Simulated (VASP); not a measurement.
# SiGe5 in VASP: a series of runs

Runs on SiGe5. Level: PBE. Tasks: relaxation of cell and atoms, single point.

Program: VASP 6.6.1. These are calculated values, not measurements. Logs are shortened: lines on timing, memory, paths and dates and some standing lists are left out, and cuts for length are marked.

**1. The cell of the first run**

The structure is trigonal, space group P-3m1 (No. 164). Conventional cell: a = 3.974 Å, b = 3.974 Å, c = 19.468 Å, α = 90.00°, β = 90.00°, γ = 120.00°. Si (site symmetry 3m) has 1 Ge at 2.43 Å and 3 Si at 2.43 Å within 3.2 Å. Ge (site symmetry 3m) has 1 Si at 2.43 Å and 3 Ge at 2.43 Å within 3.2 Å. Ge (site symmetry 3m) has 4 Ge at 2.43 Å within 3.2 Å. Ge (site symmetry 3m) has 4 Ge at 2.43 Å within 3.2 Å. Within 3.2 Å of Ge (site symmetry 3m) lie 4 Ge at 2.43 Å. Within 3.2 Å of Ge (site symmetry 3m) lie 4 Ge at 2.43 Å.

**2. Relaxation of cell and atoms, PBE**

Contents of INCAR:

```
SYSTEM = SiGe5
PREC = Accurate
ENCUT = 600
EDIFF = 1E-7
ISMEAR = 0
SIGMA = 0.2
LREAL = .False.
LASPH = .True.
NELM = 80
ALGO = Normal
ISIF = 3
LWAVE = .False.
LCHARG = .False.
GGA = PE
IBRION = 2
NSW = 36
EDIFFG = -0.08
```

Contents of KPOINTS:

```
regular mesh
0
Gamma
  5 5 1
  0 0 0
```

Contents of POSCAR:

```
SiGe5
1.0
    3.9740000000      0.0000000000      0.0000000000
   -1.9870000000      3.4415849500      0.0000000000
    0.0000000000      0.0000000000     19.4680000000
Si Ge
2 10
Direct
    0.3333333300      0.6666666700      0.0208300000
    0.6666666700      0.3333333300      0.9791700000
    0.6666666700      0.3333333300      0.8541700000
    0.3333333300      0.6666666700      0.1458300000
    0.0000000000      0.0000000000      0.8125000000
    0.0000000000      0.0000000000      0.6875000000
    0.0000000000      0.0000000000      0.1875000000
    0.0000000000      0.0000000000      0.3125000000
    0.3333333300      0.6666666700      0.5208300000
    0.6666666700      0.3333333300      0.4791700000
    0.6666666700      0.3333333300      0.3541700000
    0.3333333300      0.6666666700      0.6458300000
```

Potentials or basis: VASP PAW PBE potentials, release 64 (Si, Ge_d).

Run with:

```
> cat potpaw_PBE.64/Si/POTCAR potpaw_PBE.64/Ge_d/POTCAR > POTCAR
> mpirun -np 1 vasp_std > vasp.out
```

OUTCAR:

```text
SYSTEM = SiGe5
   PREC = Accurate
   ENCUT = 600
   EDIFF = 1E-7
   ISMEAR = 0
   LREAL = .False.
   LASPH = .True.
   NELM = 80
   ISIF = 3
   GGA = PE
   IBRION = 2
   NSW = 36
   EDIFFG = -0.08

 ion  position               nearest neighbor table
   1  0.333  0.667  0.021-   4 2.43   2 2.43   2 2.43   2 2.43
   2  0.667  0.333  0.979-   3 2.43   1 2.43   1 2.43   1 2.43
   3  0.667  0.333  0.854-   2 2.43   5 2.43   5 2.43   5 2.43
   4  0.333  0.667  0.146-   1 2.43   7 2.43   7 2.43   7 2.43
   5  0.000  0.000  0.812-   6 2.43   3 2.43   3 2.43   3 2.43
   6  0.000  0.000  0.688-   5 2.43  12 2.43  12 2.43  12 2.43
   7  0.000  0.000  0.188-   8 2.43   4 2.43   4 2.43   4 2.43
   8  0.000  0.000  0.312-   7 2.43  11 2.43  11 2.43  11 2.43
   9  0.333  0.667  0.521-  12 2.43  10 2.43  10 2.43  10 2.43
  10  0.667  0.333  0.479-  11 2.43   9 2.43   9 2.43   9 2.43
  11  0.667  0.333  0.354-  10 2.43   8 2.43   8 2.43   8 2.43
  12  0.333  0.667  0.646-   9 2.43   6 2.43   6 2.43   6 2.43

  LATTYP: Found a hexagonal cell.
 ALAT       =     3.9740000000
 C/A-ratio  =     4.8988424761

  Lattice vectors:

 A1 = (   3.9740000000,   0.0000000000,   0.0000000000)
 A2 = (  -1.9870000000,   3.4415849500,   0.0000000000)
 A3 = (   0.0000000000,   0.0000000000,  19.4680000000)

Analysis of symmetry for initial positions (statically):
=====================================================================
 Subroutine PRICEL returns:
 Original cell was already a primitive cell.

 Routine SETGRP: Setting up the symmetry group for a
 hexagonal supercell.

 Subroutine GETGRP returns: Found 12 space group operations
 (whereof 12 operations were pure point group operations)
 out of a pool of 24 trial point group operations.

The static configuration has the point symmetry D_3d.

Analysis of symmetry for dynamics (positions and initial velocities):
=====================================================================
 Subroutine PRICEL returns:
 Original cell was already a primitive cell.

 Routine SETGRP: Setting up the symmetry group for a
 hexagonal supercell.

 Subroutine GETGRP returns: Found 12 space group operations
 (whereof 12 operations were pure point group operations)
 out of a pool of 24 trial point group operations.

The dynamic configuration has the point symmetry D_3d.

[... 139 lines left out ...]

 number of electron     148.0000000 magnetization

 Free energy of the ion-electron system (eV)
  ---------------------------------------------------
  ext. energy  EPLUGINS =         0.00000000
  ---------------------------------------------------
  free energy    TOTEN  =       -55.43180228 eV

  energy without entropy =      -55.42037650  energy(sigma->0) =      -55.42608939

------------------------ aborting loop because EDIFF is reached ----------------------------------------

  FORCE on cell =-STRESS in cart. coord.  units (eV):
  Direction    XX          YY          ZZ          XY          YZ          ZX
  --------------------------------------------------------------------------------------
  -------------------------------------------------------------------------------------
  Total        5.9642802      5.9642802      4.4365017      0.0000000      0.0000000     -0.0000000
  in kB       35.8889643     35.8889642     26.6958366      0.0000000      0.0000000     -0.0000000
  external PRESSURE =      32.8245884 kB  Pullay stress =       0.0000000 kB
[... 33 lines left out ...]
--------------------------------------- Ionic step        2  -------------------------------------------

 number of electron     148.0000026 magnetization

 E-fermi :   4.5679     XC(G=0):  -9.5495

 val. band max:        4.5457959442   @ k =   0.0000   0.0000   0.0000
 cond. band min:       4.6541178554   @ k =   0.0000   0.0000   0.0000
 fundamental gap:      0.1083219112
 Fermi energy:         4.5679383363

 k-point     1 :       0.0000    0.0000    0.0000
  band No.  band energies     occupation
      1     -20.1797      2.00000
      2     -20.1797      2.00000
      3     -20.1745      2.00000
      4     -20.1745      2.00000
      5     -20.1649      2.00000
      6     -20.1647      2.00000
[... 434 lines left out ...]
     85       8.5305      0.00000
     86       8.7562      0.00000
 [bands above 86 left out]

------------------------ aborting loop because EDIFF is reached ----------------------------------------

  FORCE on cell =-STRESS in cart. coord.  units (eV):
  Direction    XX          YY          ZZ          XY          YZ          ZX
  --------------------------------------------------------------------------------------
  -------------------------------------------------------------------------------------
  Total       -1.7355912     -1.7355912     -1.6497037      0.0000000      0.0000000      0.0000000
  in kB       -9.7856939     -9.7856939     -9.3014388      0.0000000      0.0000000      0.0000000
  external PRESSURE =      -9.6242755 kB  Pullay stress =       0.0000000 kB
[... 263 lines left out ...]
--------------------------------------- Ionic step        8  -------------------------------------------

 number of electron     148.0000018 magnetization

 Free energy of the ion-electron system (eV)
  ---------------------------------------------------
  ext. energy  EPLUGINS =         0.00000000
  ---------------------------------------------------
  free energy    TOTEN  =       -55.61936087 eV

  energy without entropy =      -55.59910355  energy(sigma->0) =      -55.60923221

 E-fermi :   4.7438     XC(G=0):  -9.6241

 val. band max:        4.7135298975   @ k =   0.0000   0.0000   0.0000
 cond. band min:       4.8391073708   @ k =   0.0000   0.0000   0.0000
 fundamental gap:      0.1255774733
 Fermi energy:         4.7438105410

 k-point     1 :       0.0000    0.0000    0.0000
  band No.  band energies     occupation
      1     -20.0460      2.00000
      2     -20.0460      2.00000
      3     -20.0259      2.00000
      4     -20.0257      2.00000
      5     -20.0257      2.00000
      6     -20.0187      2.00000
[... 434 lines left out ...]
     85       8.7046      0.00000
     86       8.9355      0.00000
 [bands above 86 left out]

------------------------ aborting loop because EDIFF is reached ----------------------------------------

  FORCE on cell =-STRESS in cart. coord.  units (eV):
  Direction    XX          YY          ZZ          XY          YZ          ZX
  --------------------------------------------------------------------------------------
  -------------------------------------------------------------------------------------
  Total       -0.2545590     -0.2545590      0.3604885      0.0000000      0.0000000      0.0000000
  in kB       -1.4588769     -1.4588769      2.0659580      0.0000000      0.0000000      0.0000000
  external PRESSURE =      -0.2839319 kB  Pullay stress =       0.0000000 kB
[... 27 lines left out ...]
  FREE ENERGIE OF THE ION-ELECTRON SYSTEM (eV)
  ---------------------------------------------------
  free  energy   TOTEN  =       -55.6193608687 eV

  energy  without entropy=      -55.5991035472  energy(sigma->0) =      -55.60923221

 reached required accuracy - stopping structural energy minimisation
```

OSZICAR:

```text
N       E                     dE             d eps       ncg     rms          rms(c)
DAV:   1     0.219006461099E+04    0.21901E+04   -0.69984E+04  1104   0.476E+03
DAV:   2     0.426494072853E+03   -0.17636E+04   -0.17002E+04   880   0.135E+03
DAV:   3    -0.115545420446E+01   -0.42765E+03   -0.41176E+03   896   0.309E+02
[... 102 lines left out ...]
DAV:   6    -0.556193590285E+02    0.20904E-05   -0.65650E-05  1016   0.213E-01    0.714E-03
DAV:   7    -0.556193602984E+02   -0.12699E-05   -0.18311E-05  1240   0.763E-02    0.331E-03
DAV:   8    -0.556193606460E+02   -0.34760E-06   -0.42221E-06  1024   0.273E-02    0.159E-03
DAV:   9    -0.556193608677E+02   -0.22168E-06   -0.21063E-06   816   0.217E-02    0.734E-04
DAV:  10    -0.556193608687E+02   -0.10659E-08   -0.38209E-07   744   0.141E-02
   8 F= -.55619361E+02 E0= -.55609232E+02  d E =-.472129E-02
```

CONTCAR:

```text
SiGe5
   1.00000000000000
     4.0532654264106194    0.0000000000000000    0.0000000000000000
    -2.0266327132053097    3.5102308226365002   -0.0000000000000000
    -0.0000000000000000   -0.0000000000000002   19.6489685227645232
  Si              Ge
     2    10
Direct
     0.3333333300000021    0.6666666699999979    0.0182685961007382
     0.6666666699999979    0.3333333300000021    0.9817314038992619
     0.6666666699999979    0.3333333300000021    0.8578836632714125
     0.3333333300000021    0.6666666699999979    0.1421163367285874
     0.0000000000000000    0.0000000000000000    0.8151090212015246
     0.0000000000000000    0.0000000000000000    0.6883033313839518
     0.0000000000000000    0.0000000000000000    0.1848909787984755
     0.0000000000000000    0.0000000000000000    0.3116966686160482
     0.3333333300000021    0.6666666699999979    0.5205797981823657
     0.6666666699999979    0.3333333300000021    0.4794202018176345
     0.6666666699999979    0.3333333300000021    0.3535636912194162
     0.3333333300000021    0.6666666699999979    0.6464363087805838

  0.00000000E+00  0.00000000E+00  0.00000000E+00
  0.00000000E+00  0.00000000E+00  0.00000000E+00
  0.00000000E+00  0.00000000E+00  0.00000000E+00
  0.00000000E+00  0.00000000E+00  0.00000000E+00
  0.00000000E+00  0.00000000E+00  0.00000000E+00
  0.00000000E+00  0.00000000E+00  0.00000000E+00
  0.00000000E+00  0.00000000E+00  0.00000000E+00
  0.00000000E+00  0.00000000E+00  0.00000000E+00
  0.00000000E+00  0.00000000E+00  0.00000000E+00
  0.00000000E+00  0.00000000E+00  0.00000000E+00
  0.00000000E+00  0.00000000E+00  0.00000000E+00
  0.00000000E+00  0.00000000E+00  0.00000000E+00
```

It took 22 min on 1 thread of Intel Xeon Platinum 8488C (Sapphire Rapids), shared host; peak memory 0.48 GiB.

What came out:

```
Free energy                           : -55.6194 eV
Relaxed volume                        : 23.30 Å³/atom
Relaxed cell                          : a = 4.053 Å, b = 4.053 Å, c = 19.649 Å, α = 90.00°, β = 90.00°, γ = 120.00°
Space group after relaxing (to 0.1 Å) : P-3m1 (No. 164)
Energy gained by relaxing             : 15.6 meV/atom
Ionic steps                           : 8
Pressure after relaxing               : 0.0 GPa
Largest force after relaxing          : 0.079 eV/Å
```

Forces on the atoms (eV/Å):
```
Si   0.000  0.000 -0.031
Si   0.000  0.000  0.031
Ge   0.000  0.000 -0.041
Ge   0.000  0.000  0.041
Ge   0.000  0.000  0.044
Ge   0.000  0.000  0.079
Ge   0.000  0.000 -0.044
Ge   0.000  0.000 -0.079
Ge   0.000  0.000  0.015
Ge   0.000  0.000 -0.015
Ge   0.000  0.000 -0.076
Ge   0.000  0.000  0.076
```

The path:
```
step  energy change (eV)  largest force (eV/Å)  pressure (GPa)  volume (Å³)
   1              0.0000                0.4344            3.28       266.26
   2             -0.1452                0.2009           -0.96       284.16
   3             -0.1543                0.2436           -0.17       280.39
   4             -0.1671                0.1927           -0.11       280.02
   5             -0.1774                0.1558            0.04       279.32
   6             -0.1828                0.1197           -0.01       279.44
   7             -0.1828                0.1230            0.00       279.46
   8             -0.1876                0.0794           -0.03       279.56
```

Final structure:
```xyz
12
Lattice="4.0533 0.0000 0.0000 -2.0266 3.5102 0.0000 0.0000 0.0000 19.6490" Properties=species:S:1:pos:R:3 pbc="T T T"
Si    0.0000    2.3402    0.3590
Si    2.0266    1.1701   19.2900
Ge    2.0266    1.1701   16.8565
Ge    0.0000    2.3402    2.7924
Ge    0.0000    0.0000   16.0161
Ge    0.0000    0.0000   13.5244
Ge    0.0000    0.0000    3.6329
Ge    0.0000    0.0000    6.1245
Ge    0.0000    2.3402   10.2289
Ge    2.0266    1.1701    9.4201
Ge    2.0266    1.1701    6.9472
Ge    0.0000    2.3402   12.7018
```

Levels at points of the mesh, in eV from the Fermi level:
```
           k point  band 71  band 72  band 73  band 74  band 75  band 76  band 77  band 78
(0.00, 0.00, 0.00)    -0.49    -0.13    -0.06    -0.06    -0.03     0.10     0.32     0.34
```

Caveat: the k points lie up to 0.36 Å⁻¹ apart in the final cell; the relaxation stopped at a loose force limit of 0.08 eV/Å, so its end isn't a converged minimum.

(Continued in part 2 of 2.)
